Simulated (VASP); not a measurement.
# Nb (I4/mmm) in VASP: a series of runs

Nb is run at these levels: PBEsol; tasks: single point.

All numbers are computed with VASP 6.6.1; they aren't measurements. Logs are shortened: lines on timing, memory, paths and dates and some standing lists are left out, and cuts for length are marked.

## (1) The cell of the first run

The structure is tetragonal, space group I4/mmm (No. 139). The conventional cell has a = 3.328 Å, b = 3.328 Å, c = 3.577 Å, α = 90.00°, β = 90.00°, γ = 90.00°. Within 3.9 Å of Nb (site symmetry 4/mmm) lie 14 Nb at 2.96 to 3.58 Å.

## (2) Single point, PBEsol (strain +0.0750 x Voigt [0, 0, 1, 0, 0, 0])

The input, INCAR:

```
  ALGO = Fast
  EDIFF = 1E-7
  ENCUT = 520
  GGA = PS
  ISIF = 2
  ISMEAR = 0
  LASPH = True
  LCHARG = False
  LREAL = False
  LWAVE = False
  NBANDS = 12
  NELM = 80
  PREC = Accurate
  SIGMA = 0.15
```

The input, KPOINTS:

```
k-points
0
Gamma
  20 20 20
```

The input, POSCAR:

```
Nb
1.0
   -1.6639500000      1.6639500000      1.7887462500
    1.6639500000     -1.6639500000      1.7887462500
    1.6639500000      1.6639500000     -1.7887462500
Nb
1
Direct
    0.0000000000      0.0000000000      0.0000000000
```

Potentials or basis: VASP PAW PBE potentials, release 64 (Nb_sv).

Launch:

```console
$ cat potpaw_PBE.64/Nb_sv/POTCAR > POTCAR
$ mpirun -np 1 vasp_std > vasp.out
```

OUTCAR:

```text
EDIFF = 1E-7
   ENCUT = 520
   GGA = PS
   ISIF = 2
   ISMEAR = 0
   LASPH = True
   LREAL = False
   NELM = 80
   PREC = Accurate

 ion  position               nearest neighbor table
   1  0.000  0.000  0.000-

  LATTYP: Found a body centered tetragonal cell.
 ALAT       =     3.3279000000
 C/A-ratio  =     1.0750000000

  Lattice vectors:

 A1 = (  -1.6639500000,   1.6639500000,   1.7887462500)
 A2 = (   1.6639500000,  -1.6639500000,   1.7887462500)
 A3 = (   1.6639500000,   1.6639500000,  -1.7887462500)

Analysis of symmetry for initial positions (statically):
=====================================================================
 Subroutine PRICEL returns:
 Original cell was already a primitive cell.

 Routine SETGRP: Setting up the symmetry group for a
 body centered tetragonal supercell.

 Subroutine GETGRP returns: Found 16 space group operations
 (whereof 16 operations were pure point group operations)
 out of a pool of 16 trial point group operations.

The static configuration has the point symmetry D_4h.

Analysis of symmetry for dynamics (positions and initial velocities):
=====================================================================
 Subroutine PRICEL returns:
 Original cell was already a primitive cell.

 Routine SETGRP: Setting up the symmetry group for a
 body centered tetragonal supercell.

 Subroutine GETGRP returns: Found 16 space group operations
 (whereof 16 operations were pure point group operations)
 out of a pool of 16 trial point group operations.

The dynamic configuration has the point symmetry D_4h.

 Subroutine INISYM returns: Found 16 space group operations
 (whereof 16 operations are pure point group operations),
 and found     1 'primitive' translations

----------------------------------------------------------------------------------------

                                     Primitive cell

  volume of cell :      19.8102

  direct lattice vectors                    reciprocal lattice vectors
    -1.663950000  1.663950000  1.788746250     0.000000000  0.300489798  0.279525394
     1.663950000 -1.663950000  1.788746250     0.300489798  0.000000000  0.279525394
     1.663950000  1.663950000 -1.788746250     0.300489798  0.300489798  0.000000000

  length of vectors
     2.955853912  2.955853912  2.955853912     0.410400493  0.410400493  0.424956748

  position of ions in fractional coordinates (direct lattice)
     0.000000000  0.000000000  0.000000000

  ion indices of the primitive-cell ions
[... 82 lines left out ...]
   POTIM  = 0.5000    time-step for ionic-motion
   TEBEG  =    0.0;   TEEND  =   0.0 temperature during run
   PSTRESS=    0.0 pullay stress
   NELECT =      13.0000    total number of electrons
   NUPDOWN=      -1.0000    fix difference up-down
   EMIN   =  10.00;   EMAX   =-10.00  energy-range for DOS
   EFERMI =   0.00;   METHOD = LEGACY
   ISMEAR =     0;   SIGMA  =   0.15  broadening in eV -4-tet -1-fermi 0-gaus
   EFERMI_NEDOS =   21; number of points for ismear=-14 and -15
   IALGO  =     68    algorithm
   IMIX   =      4    mixing-type and parameters
     AMIX     =   0.40;   BMIX     =  1.00
     AMIX_MAG =   1.60;   BMIX_MAG =  1.00
  volume/ion in A,a.u.               =      19.81       133.69
  Fermi-wavevector in a.u.,A,eV,Ry     =   1.422633  2.688386 27.536620  2.023884
  Thomas-Fermi vector in A             =   2.543316
   LORBIT       =      0    0 simple, 1 ext, 2 COOP (PROOUT), +10 PAW based schemes
   GGA     = PS    functional components
   LHFCALC =     F    Hartree Fock is set to
   AEXX    =    0.0000 exact exchange contribution
   IVDW    =     0    specifies the selected vdW correction
   LEPSILON=     F    determine dielectric tensor
   LRPA    =     F    only Hartree local field effects (RPA)
 non-spin polarized calculation
 RMM-DIIS sequential band-by-band and
 Gauss-broadening in eV      SIGMA  =   0.15
  energy-cutoff  :      520.00
  volume of cell :       19.81
 maximum number of plane-waves:       551
 NGX is ok and might be reduce to    24
   NGX = 11   NGY = 11   NGZ = 11

 number of electron      13.0000000 magnetization

 Free energy of the ion-electron system (eV)
  ---------------------------------------------------
  ext. energy  EPLUGINS =         0.00000000
  ---------------------------------------------------
  free energy    TOTEN  =       -10.79864438 eV

  energy without entropy =      -10.77923457  energy(sigma->0) =      -10.78893948

 E-fermi :   9.7891     XC(G=0): -12.1433

 val. band max:        9.7864248285   @ k =  -0.3500   0.3500   0.1000
 cond. band min:       9.7892987386   @ k =  -0.1500   0.2500   0.0500
 fundamental gap:      0.0028739101
 Fermi energy:         9.7890635648

 k-point     1 :       0.0000    0.0000    0.0000
  band No.  band energies     occupation
      1     -44.6422      2.00000
      2     -20.1341      2.00000
      3     -20.1332      2.00000
      4     -20.1332      2.00000
      5       3.9984      2.00000
      6       9.9686      0.09045
      7       9.9686      0.09045
      8      10.6443      0.00000
      9      12.2631      0.00000
     10      13.1411      0.00000
     11      23.0031      0.00000
     12      24.1424      0.00000
[... 331 lines left out ...]
 k-point    24 :      -0.3500    0.0500    0.0000
  band No.  band energies     occupation
      1     -44.5208      2.00000
      2     -20.8892      2.00000
      3     -20.3558      2.00000
      4     -20.1467      2.00000
      5       6.4078      2.00000
      6       9.0213      2.00000
      7       9.7947      0.95752
      8      12.0802      0.00000
      9      13.2249      0.00000
     10      13.5300      0.00000
     11      22.3922      0.00000
     12      22.9388      0.00000

 [... further k-points ...]

------------------------ aborting loop because EDIFF is reached ----------------------------------------

  FORCE on cell =-STRESS in cart. coord.  units (eV):
  Direction    XX          YY          ZZ          XY          YZ          ZX
  --------------------------------------------------------------------------------------
  -------------------------------------------------------------------------------------
  Total       -1.9211945     -1.9211945     -2.7175282      0.0000000      0.0000000     -0.0000000
  in kB     -155.3791183   -155.3791183   -219.7836456      0.0000000      0.0000000     -0.0000000
  external PRESSURE =    -176.8472940 kB  Pullay stress =       0.0000000 kB

 VOLUME and BASIS-vectors are now :
 -----------------------------------------------------------------------------
  energy-cutoff  :      520.00
  volume of cell :       19.81
      direct lattice vectors                 reciprocal lattice vectors
    -1.663950000  1.663950000  1.788746250     0.000000000  0.300489798  0.279525394
     1.663950000 -1.663950000  1.788746250     0.300489798  0.000000000  0.279525394
     1.663950000  1.663950000 -1.788746250     0.300489798  0.300489798  0.000000000

 POSITION                                       TOTAL-FORCE (eV/Angst)
 -----------------------------------------------------------------------------------
      0.00000      0.00000      0.00000        -0.000000      0.000000     -0.000000
 -----------------------------------------------------------------------------------
    total drift:                                0.000000      0.000000      0.000000

  FREE ENERGIE OF THE ION-ELECTRON SYSTEM (eV)
  ---------------------------------------------------
  free  energy   TOTEN  =       -10.7986443824 eV

  energy  without entropy=      -10.7792345744  energy(sigma->0) =      -10.78893948
```

stdout:

```text
POSCAR found type information on POSCAR Nb
 POSCAR found :  1 types and       1 ions
 scaLAPACK will be used
 -----------------------------------------------------------------------------
|                                                                             |
|                                                                             |
|     You enforced a specific xc type in the INCAR file but a different       |
|     I HOPE YOU KNOW WHAT YOU ARE DOING!                                     |
|                                                                             |
 -----------------------------------------------------------------------------

 LDA part: xc-table for (Slater+PW92), standard interpolation
 POSCAR, INCAR and KPOINTS ok, starting setup
 FFT: planning ... GRIDC
 FFT: planning ... GRID_SOFT
 FFT: planning ... GRID
 WAVECAR not read
 entering main loop
WARNING in EDDRMM: call to ZHEGV failed, returncode =   8  4     12
WARNING in EDDRMM: call to ZHEGV failed, returncode =   6  3      7
WARNING in EDDRMM: call to ZHEGV failed, returncode =   8  4      7
WARNING in EDDRMM: call to ZHEGV failed, returncode =   8  4      9
WARNING in EDDRMM: call to ZHEGV failed, returncode =   8  4     11
WARNING in EDDRMM: call to ZHEGV failed, returncode =   6  3     12
WARNING in EDDRMM: call to ZHEGV failed, returncode =   8  4      6
WARNING in EDDRMM: call to ZHEGV failed, returncode =   6  3     10
WARNING in EDDRMM: call to ZHEGV failed, returncode =   8  4     11
WARNING in EDDRMM: call to ZHEGV failed, returncode =   8  4     11
WARNING in EDDRMM: call to ZHEGV failed, returncode =   6  3     10
WARNING in EDDRMM: call to ZHEGV failed, returncode =   6  3      9
WARNING in EDDRMM: call to ZHEGV failed, returncode =   8  4     12
```

It took 3.2 min on 1 thread of Intel Xeon Platinum 8259CL at 2.50GHz (Skylake/Cascade Lake), shared host; peak memory 0.26 GiB.

What came out:

| Quantity | Value |
| --- | --- |
| Free energy | -10.7986 eV |
| Pressure | -17.7 GPa |

Caveat: the cell differs from its parent crystal (strain +0.0750 x Voigt [0, 0, 1, 0, 0, 0]); the PAW data sets were made with another functional, which shifts forces and pressure a little.

## (3) Single point, PBEsol (strain +0.0875 x Voigt [0, 0, 1, 0, 0, 0])

The input, INCAR:

```
SYSTEM = Nb
PREC     = Accurate       ! precision mode
ENCUT    = 520            ! plane-wave cutoff, eV
EDIFF    = 1E-6           ! SCF threshold, eV
ISMEAR   = 0              ! smearing method
SIGMA    = 0.15           ! smearing width, eV
LREAL    = .FALSE.        ! projectors in reciprocal space
LASPH    = .TRUE.         ! aspherical terms in the spheres
NELM     = 80             ! most SCF steps
ALGO     = Fast           ! electronic algorithm
ISIF     = 2              ! what is computed and relaxed
LWAVE    = .FALSE.        ! write WAVECAR
LCHARG   = .FALSE.        ! write CHGCAR
GGA      = PS             ! functional
NBANDS   = 12             ! bands
```

The input, KPOINTS:

```
Automatic mesh
0
G
  20 20 20
  0 0 0
```

The input, POSCAR:

```
Nb
1.0
   -1.6639500000      1.6639500000      1.8095456250
    1.6639500000     -1.6639500000      1.8095456250
    1.6639500000      1.6639500000     -1.8095456250
Nb
1
Direct
    0.0000000000      0.0000000000      0.0000000000
```

Potentials or basis: VASP PAW PBE potentials, release 64 (Nb_sv).

Launch:

```console
$ cat potpaw_PBE.64/Nb_sv/POTCAR > POTCAR
$ mpirun -np 1 vasp_std > vasp.out
```

OUTCAR:

```text
SYSTEM = Nb
   PREC = Accurate
   ENCUT = 520
   EDIFF = 1E-6
   ISMEAR = 0
   LREAL = .FALSE.
   LASPH = .TRUE.
   NELM = 80
   ISIF = 2
   GGA = PS

 ion  position               nearest neighbor table
   1  0.000  0.000  0.000-

  LATTYP: Found a body centered tetragonal cell.
 ALAT       =     3.3279000000
 C/A-ratio  =     1.0875000000

  Lattice vectors:

 A1 = (  -1.6639500000,   1.6639500000,   1.8095456250)
 A2 = (   1.6639500000,  -1.6639500000,   1.8095456250)
 A3 = (   1.6639500000,   1.6639500000,  -1.8095456250)

Analysis of symmetry for initial positions (statically):
=====================================================================
 Subroutine PRICEL returns:
 Original cell was already a primitive cell.

 Routine SETGRP: Setting up the symmetry group for a
 body centered tetragonal supercell.

 Subroutine GETGRP returns: Found 16 space group operations
 (whereof 16 operations were pure point group operations)
 out of a pool of 16 trial point group operations.

The static configuration has the point symmetry D_4h.

Analysis of symmetry for dynamics (positions and initial velocities):
=====================================================================
 Subroutine PRICEL returns:
 Original cell was already a primitive cell.

 Routine SETGRP: Setting up the symmetry group for a
 body centered tetragonal supercell.

 Subroutine GETGRP returns: Found 16 space group operations
 (whereof 16 operations were pure point group operations)
 out of a pool of 16 trial point group operations.

The dynamic configuration has the point symmetry D_4h.

 Subroutine INISYM returns: Found 16 space group operations
 (whereof 16 operations are pure point group operations),
 and found     1 'primitive' translations

----------------------------------------------------------------------------------------

                                     Primitive cell
[... 111 lines left out ...]
  Fermi-wavevector in a.u.,A,eV,Ry     =   1.417161  2.678046 27.325205  2.008346
  Thomas-Fermi vector in A             =   2.538420
   LORBIT       =      0    0 simple, 1 ext, 2 COOP (PROOUT), +10 PAW based schemes
   GGA     = PS    functional components
   LHFCALC =     F    Hartree Fock is set to
   AEXX    =    0.0000 exact exchange contribution
   IVDW    =     0    specifies the selected vdW correction
   LEPSILON=     F    determine dielectric tensor
   LRPA    =     F    only Hartree local field effects (RPA)
 non-spin polarized calculation
 RMM-DIIS sequential band-by-band and
 Gauss-broadening in eV      SIGMA  =   0.15
  energy-cutoff  :      520.00
  volume of cell :       20.04
 maximum number of plane-waves:       559
 NGX is ok and might be reduce to    24
   NGX = 11   NGY = 11   NGZ = 11

 number of electron      13.0000000 magnetization

 Free energy of the ion-electron system (eV)
  ---------------------------------------------------
  ext. energy  EPLUGINS =         0.00000000
  ---------------------------------------------------
  free energy    TOTEN  =       -10.76598807 eV

  energy without entropy =      -10.74660797  energy(sigma->0) =      -10.75629802

 E-fermi :   9.6483     XC(G=0): -12.0853

 val. band max:        9.6465931180   @ k =   0.3000   0.0500   0.0500
 cond. band min:       9.6543312312   @ k =  -0.1500  -0.3500   0.1500
 fundamental gap:      0.0077381132
 Fermi energy:         9.6482814487

 k-point     1 :       0.0000    0.0000    0.0000
  band No.  band energies     occupation
      1     -44.8103      2.00000
      2     -20.3200      2.00000
      3     -20.3191      2.00000
      4     -20.3191      2.00000
      5       3.8778      2.00000
      6       9.8049      0.13987
      7       9.8049      0.13987
      8      10.5697      0.00000
      9      12.0077      0.00000
     10      12.9938      0.00000
     11      22.7303      0.00000
     12      24.0310      0.00000
[... 331 lines left out ...]
 k-point    24 :      -0.3500    0.0500    0.0000
  band No.  band energies     occupation
      1     -44.6947      2.00000
      2     -21.0479      2.00000
      3     -20.5303      2.00000
      4     -20.3331      2.00000
      5       6.2792      2.00000
      6       8.9342      2.00000
      7       9.6314      1.12620
      8      11.8403      0.00000
      9      13.0464      0.00000
     10      13.3301      0.00000
     11      22.0657      0.00000
     12      22.7286      0.00000

 [... further k-points ...]
[... 5 lines left out ...]
  --------------------------------------------------------------------------------------
  -------------------------------------------------------------------------------------
  Total       -2.0568553     -2.0568553     -2.9580259      0.0000000      0.0000000      0.0000000
  in kB     -164.4387823   -164.4387823   -236.4843896      0.0000000      0.0000000      0.0000000
  external PRESSURE =    -188.4539848 kB  Pullay stress =       0.0000000 kB

 VOLUME and BASIS-vectors are now :
 -----------------------------------------------------------------------------
  energy-cutoff  :      520.00
  volume of cell :       20.04
      direct lattice vectors                 reciprocal lattice vectors
    -1.663950000  1.663950000  1.809545625     0.000000000  0.300489798  0.276312458
     1.663950000 -1.663950000  1.809545625     0.300489798  0.000000000  0.276312458
     1.663950000  1.663950000 -1.809545625     0.300489798  0.300489798  0.000000000

 POSITION                                       TOTAL-FORCE (eV/Angst)
 -----------------------------------------------------------------------------------
      0.00000      0.00000      0.00000        -0.000000      0.000000     -0.000000
 -----------------------------------------------------------------------------------
    total drift:                                0.000000     -0.000000     -0.000000

  FREE ENERGIE OF THE ION-ELECTRON SYSTEM (eV)
  ---------------------------------------------------
  free  energy   TOTEN  =       -10.7659880679 eV

  energy  without entropy=      -10.7466079656  energy(sigma->0) =      -10.75629802
```

stdout:

```text
POSCAR found type information on POSCAR Nb
 POSCAR found :  1 types and       1 ions
 scaLAPACK will be used
 -----------------------------------------------------------------------------
|                                                                             |
|                                                                             |
|     You enforced a specific xc type in the INCAR file but a different       |
|     I HOPE YOU KNOW WHAT YOU ARE DOING!                                     |
|                                                                             |
 -----------------------------------------------------------------------------

 LDA part: xc-table for (Slater+PW92), standard interpolation
 POSCAR, INCAR and KPOINTS ok, starting setup
 FFT: planning ... GRIDC
 FFT: planning ... GRID_SOFT
 FFT: planning ... GRID
 WAVECAR not read
 entering main loop
WARNING in EDDRMM: call to ZHEGV failed, returncode =   6  3     11
WARNING in EDDRMM: call to ZHEGV failed, returncode =   6  3      8
WARNING in EDDRMM: call to ZHEGV failed, returncode =   6  3     10
WARNING in EDDRMM: call to ZHEGV failed, returncode =   6  3     11
WARNING in EDDRMM: call to ZHEGV failed, returncode =   8  4     11
WARNING in EDDRMM: call to ZHEGV failed, returncode =   8  4     11
WARNING in EDDRMM: call to ZHEGV failed, returncode =   6  3      9
```

Run time: 2.3 min. Hardware: 1 thread of Intel Xeon Platinum 8259CL at 2.50GHz (Skylake/Cascade Lake), shared host; peak memory 0.26 GiB.

Results:

```yaml
Free_energy: -10.7660 eV
Pressure: -18.8 GPa
```

Levels at points of the mesh, in eV from the Fermi level:
| k point | band 3 | band 4 | band 5 | band 6 | band 7 | band 8 | band 9 | band 10 |
| --- | --- | --- | --- | --- | --- | --- | --- | --- |
| (0.00, 0.00, 0.00) | -29.97 | -29.97 | -5.77 | 0.16 | 0.16 | 0.92 | 2.36 | 3.35 |
| (0.50, 0.00, 0.00) | -30.25 | -29.97 | -3.33 | -1.08 | 1.64 | 2.27 | 3.63 | 5.43 |
| (0.50, 0.50, 0.00) | -30.32 | -30.02 | -3.37 | -1.92 | 2.17 | 3.57 | 3.85 | 5.65 |
| (0.50, 0.50, 0.50) | -30.58 | -30.58 | -3.28 | -3.08 | 4.75 | 5.00 | 5.00 | 6.91 |

Caveat: the cell differs from its parent crystal (strain +0.0875 x Voigt [0, 0, 1, 0, 0, 0]); the PAW data sets were made with another functional, which shifts forces and pressure a little.
